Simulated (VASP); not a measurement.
Input of a VASP 6.6.1 run:

Contents of INCAR:

```
SYSTEM = LiVP2HO8
  ALGO = Normal
  EDIFF = 1E-6
  ENCUT = 520
  GGA = PS
  ISIF = 2
  ISMEAR = -1
  ISPIN = 2
  LASPH = .True.
  LCHARG = .False.
  LMAXMIX = 4
  LORBIT = 11
  LREAL = Auto
  LWAVE = .False.
  MAGMOM = 0 0 1.5 1.5 0 0 0 0 0 0 0 0 0 0 0 0 0 0 0 0 0 0 0 0 0 0
  NBANDS = 98
  NELM = 150
  PREC = Accurate
  SIGMA = 0.05
```

The input KPOINTS:

```
k-points
0
Gamma
  2 1 1
  0 0 0
```

The input POSCAR:

```
LiVP2HO8
1.0
    4.8747920000      0.0000000000      0.0000000000
    0.0000000000      8.0124020000      0.0000000000
   -1.9413140000      0.0000000000      7.2247270000
Li V H P O
2 2 2 4 16
Direct
    0.8747363896      0.3581323054      0.3739518462
    0.1267681547      0.8721105107      0.5612530411
    0.2521315658      0.4903148893      0.7519592090
    0.7022486040      0.9920870171      0.2293373853
    0.2896563446      0.5051918264      0.2469020629
    0.7425743701      0.0030203178      0.7016874132
    0.8904387089      0.3434800201      0.0102010775
    0.0880281710      0.8469619972      0.9704864973
    0.3742562763      0.1379985677      0.5028148468
    0.6126355531      0.6308595100      0.4857899821
    0.8816659232      0.5291546780      0.5945138135
    0.8066569263      0.1595401728      0.0687084785
    0.8965346542      0.8381756182      0.0887645997
    0.0141885346      0.4581896914      0.1756882994
    0.1240903763      0.0186585745      0.3873225936
    0.2707799616      0.3091207855      0.5590522659
    0.9987458281      0.9558556847      0.8033106303
    0.0498396328      0.3313363458      0.8703166223
    0.4004630005      0.6573808953      0.6032892316
    0.5144177066      0.0354700126      0.6715963108
    0.2291549913      0.6879709730      0.9304434617
    0.3700090476      0.9365231550      0.1066891524
    0.5191660785      0.5290548327      0.3043436797
    0.6013389151      0.1750161812      0.3896340997
    0.7235378211      0.8100816709      0.4164171186
    0.5718417977      0.4243546442      0.8869816119
```

Potentials or basis: VASP PAW PBE potentials, release 64 (Li_sv, V_sv, H, P, O).

Launch:

```console
$ cat potpaw_PBE.64/Li_sv/POTCAR potpaw_PBE.64/V_sv/POTCAR potpaw_PBE.64/H/POTCAR potpaw_PBE.64/P/POTCAR potpaw_PBE.64/O/POTCAR > POTCAR
$ mpirun -np 1 vasp_std > vasp.out
```

Predict the largest force.

4.686 eV/Å.

Predict the net moment.

0.97 μB per cell.

Predict the site moments.

Li +0.00; V +0.02, +0.95; H +0.00; P +0.00; O -0.00, -0.01, +0.00, -0.06, +0.01 μB.

Forces on the atoms (eV/Å):
```
Li  -0.255  0.095  0.313
Li  -0.286 -0.926  1.096
V   -0.573  0.090  0.268
V    1.162 -0.154 -0.177
H    0.625 -0.118 -0.095
H   -0.604 -0.051  1.006
P   -4.131 -1.323  1.773
P    3.351  0.580 -1.122
P   -0.305  0.549 -1.671
P    2.987  2.304 -1.286
O   -0.908  1.173 -0.584
O    0.310  2.856 -0.224
O   -3.551 -0.614  2.316
O   -0.496 -0.983 -0.497
O    0.814  2.496  0.654
O   -0.404 -0.368 -0.548
O    0.319  0.254 -1.703
O    2.278 -0.072 -1.666
O    0.065  0.102 -0.407
O    0.398 -0.633  0.756
O    0.033 -2.047 -1.100
O    0.314  0.549 -0.199
O   -1.485 -0.112 -0.004
O   -0.624 -0.879 -0.383
O   -1.149 -2.163  1.670
O    2.115 -0.606  1.813
```

Caveat: the k points lie up to 0.87 Å⁻¹ apart; the PAW data sets were made with another functional, which shifts forces and pressure a little.
